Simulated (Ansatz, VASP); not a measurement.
KCl: VASP beside Ansatz

POSCAR

```
KCl
1.0
    0.0000000000      3.2081811574      3.2081811574
    3.2081811574      0.0000000000      3.2081811574
    3.2081811574      3.2081811574      0.0000000000
K Cl
1 1
Direct
    0.0000000000      0.0000000000      0.0000000000
    0.5000000000      0.5000000000      0.5000000000
```

Contents of INCAR.step1:

```
SYSTEM = KCl
  ALGO = Normal
  EDIFF = 1E-5
  ENCUT = 520
  GGA = PE
  ISIF = 2
  ISMEAR = -1
  LASPH = .True.
  LREAL = .False.
  LWAVE = .True.
  NBANDS = 15
  NELM = 60
  PREC = Accurate
  SIGMA = 0.05
```

The input INCAR.step2:

```
SYSTEM = KCl
  AEXX = 0.25
  ALGO = Normal
  EDIFF = 1E-6
  ENCUT = 520
  GGA = PE
  ISIF = 2
  ISMEAR = -1
  ISTART = 1
  LASPH = .True.
  LCHARG = .True.
  LELF = .True.
  LHFCALC = .True.
  LREAL = .False.
  LVHAR = .True.
  LWAVE = .False.
  NBANDS = 15
  NELM = 60
  PREC = Accurate
  PRECFOCK = Normal
  SIGMA = 0.05
```

The input KPOINTS:

```
k-points
0
Gamma
  4 4 4
  0 0 0
```

Contents of input:

```
crystal:
  lattice:
    - [0.0, 3.2081811574, 3.2081811574]
    - [3.2081811574, 0.0, 3.2081811574]
    - [3.2081811574, 3.2081811574, 0.0]
  atoms:
    - { symbol: K, position: [0.0, 0.0, 0.0] }
    - { symbol: Cl, position: [0.5, 0.5, 0.5] }
hamiltonian:
  xc: pbe0
  pseudopotentials: { kind: paw }
kpoints:
  mp_grid: { grid: [4, 4, 4] }
scf:
  occupations: { method: fermi_dirac, width: 0.05 }
output:
  forces: true
  stress: true
  eigenvalues: true
```

Alike in both runs: task single point; functional PBE0; k mesh 4 × 4 × 4; occupations fermi-dirac, width 0.05 eV; no spin polarisation.

```csv
,VASP,Ansatz
version,VASP 6.6.1,Ansatz 0.2.0
potentials or method,"VASP PAW PBE potentials, release 64 (K_sv, Cl)",Ansatz PAW
plane-wave cutoff (eV),520,420
valence electrons in the cell,16,16
```

Ansatz gave:

- gap on the k mesh at the Fermi level (eV): 7.03
- least direct gap on the mesh (eV): 7.03
- pressure (GPa): -0.6

Problem. Which values does VASP return?

Solution. gap on the k mesh at the Fermi level (eV): 7.04; least direct gap on the mesh (eV): 7.04; pressure (GPa): -0.6.

The k mesh is coarse, so the values compare programs but aren't converged.
